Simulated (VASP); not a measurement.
Input of a VASP 6.6.1 run:

Contents of INCAR:

```
SYSTEM = Re
ALGO = Normal
EDIFF = 1E-7
ENCUT = 520
GGA = PE
ISIF = 2
ISMEAR = -1
LASPH = .TRUE.
LCHARG = .FALSE.
LREAL = .FALSE.
LWAVE = .FALSE.
NBANDS = 10
NELM = 100
PREC = Accurate
SIGMA = 0.08
```

KPOINTS

```
k-points
0
G
  15 15 15
  0 0 0
```

File POSCAR:

```
Re
1.0
    2.1501318708      0.0000000000      0.0000000000
    0.0000000000      2.1501318708      0.0000000000
    0.0000000000      0.0000000000      2.1501318708
Re
1
Direct
    0.0000000000      0.0000000000      0.0000000000
```

Potentials or basis: VASP PAW PBE potentials, release 64 (Re).

Run with:

```bash
$ cat potpaw_PBE.64/Re/POTCAR > POTCAR
$ mpirun -np 1 vasp_std > vasp.out
```

Q: Estimate the pressure.

A: 433.6 GPa.
